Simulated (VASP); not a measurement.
The system is Ta3AsAu2O13.

```xyz
19
Lattice="5.7239 0.0000 0.0000 1.2946 6.2567 0.0000 0.2682 1.3098 8.3664" Properties=species:S:1:pos:R:3 pbc="T T T"
Ta    1.7946    2.6749    4.8886
Ta    0.6021    2.0039    8.3542
Ta    4.2740    4.5494    4.2235
As    4.7442    6.6995    6.9482
Au    3.4894    0.8212    1.5572
Au    1.4391    5.7205    3.7383
O     4.8826    5.2937    5.9475
O     3.3158    1.7515    5.8251
O     6.2667    6.7584    7.6914
O     3.3530    6.6833    7.9189
O     4.5661    1.8700    0.2589
O     1.7214    1.5096    0.9266
O     0.9917    1.2312    4.1082
O     3.3694    3.0028    3.6393
O     0.8977    2.6990    6.5755
O     6.1537    3.9289    3.8188
O     4.0568    5.7863    2.9258
O     2.4286    4.7592    5.2267
O     6.5518    6.2513    1.8938
```

```yaml
Program: VASP 6.6.1
Task: relaxation of cell and atoms
Functional: revPBE
Potentials_or_basis: VASP PAW PBE potentials, release 64 (Ta_pv, As, Au, O)
Cutoff: 600 eV
k_mesh: 5 × 5 × 4
Occupations: fermi-dirac, width 0.05 eV
Spin: no spin polarisation
```

At the start: pressure 3.0 GPa; volume 15.77 Å³/atom.

Question: Where does the relaxation end?

Answer: Over 43 steps the energy falls by 3.3 meV/atom and the volume is 16.21 Å³/atom (+2.8 %); space group P1 (No. 1, to 0.1 Å) before and after.

The path:
| step | energy change (eV) | largest force (eV/Å) | pressure (GPa) | volume (Å³) |
| --- | --- | --- | --- | --- |
| 1 | 0.0000 | 0.4368 | 3.01 | 299.62 |
| 3 | -0.0493 | 0.3294 | 0.18 | 304.11 |
| 5 | -0.0539 | 0.1706 | 0.04 | 304.91 |
| 7 | -0.0558 | 0.1320 | 0.05 | 305.34 |
| 9 | -0.0573 | 0.1322 | 0.02 | 305.91 |
| 11 | -0.0587 | 0.0816 | -0.01 | 306.49 |
| 13 | -0.0593 | 0.0617 | 0.00 | 306.73 |
| 15 | -0.0600 | 0.0551 | 0.02 | 306.97 |
| 17 | -0.0605 | 0.0447 | 0.00 | 307.18 |
| 19 | -0.0612 | 0.0509 | 0.00 | 307.48 |
| 21 | -0.0616 | 0.0390 | 0.01 | 307.62 |
| 23 | -0.0619 | 0.0270 | -0.01 | 307.74 |
| 25 | -0.0621 | 0.0231 | -0.01 | 307.80 |
| 27 | -0.0623 | 0.0495 | 0.00 | 307.85 |
| 29 | -0.0625 | 0.0188 | 0.01 | 307.89 |
| 31 | -0.0625 | 0.0284 | 0.01 | 307.90 |
| 33 | -0.0626 | 0.0136 | -0.01 | 307.94 |
| 35 | -0.0626 | 0.0158 | -0.01 | 307.95 |
| 37 | -0.0626 | 0.0152 | 0.01 | 307.95 |
| 39 | -0.0626 | 0.0210 | 0.02 | 307.95 |
| 41 | -0.0627 | 0.0151 | -0.01 | 308.00 |
| 43 | -0.0627 | 0.0099 | -0.01 | 308.02 |

Final structure:
```yaml
crystal:
  lattice:
    - [5.76452, -0.02158, -0.01138]
    - [1.28023, 6.31621, 0.02830]
    - [0.24848, 1.36356, 8.45948]
  atoms:
    - { symbol: Ta, position: [0.21579, 0.30573, 0.58459] }
    - { symbol: Ta, position: [0.03530, 0.10903, 0.99714] }
    - { symbol: Ta, position: [0.58106, 0.62340, 0.50610] }
    - { symbol: As, position: [0.58497, 0.89780, 0.83034] }
    - { symbol: Au, position: [0.58332, 0.09041, 0.18457] }
    - { symbol: Au, position: [0.04553, 0.82126, 0.44724] }
    - { symbol: O, position: [0.66002, 0.70190, 0.70966] }
    - { symbol: O, position: [0.51408, 0.13698, 0.69692] }
    - { symbol: O, position: [0.85005, 0.88705, 0.91976] }
    - { symbol: O, position: [0.34388, 0.86702, 0.94648] }
    - { symbol: O, position: [0.73549, 0.28958, 0.02981] }
    - { symbol: O, position: [0.25000, 0.21513, 0.10765] }
    - { symbol: O, position: [0.12879, 0.09515, 0.49199] }
    - { symbol: O, position: [0.47587, 0.39293, 0.43643] }
    - { symbol: O, position: [0.06051, 0.26451, 0.78566] }
    - { symbol: O, position: [0.93019, 0.53337, 0.45946] }
    - { symbol: O, position: [0.50047, 0.85248, 0.35034] }
    - { symbol: O, position: [0.25311, 0.62963, 0.62491] }
    - { symbol: O, position: [0.92009, 0.94952, 0.22594] }
```

Caveat: the PAW data sets were made with another functional, which shifts forces and pressure a little.
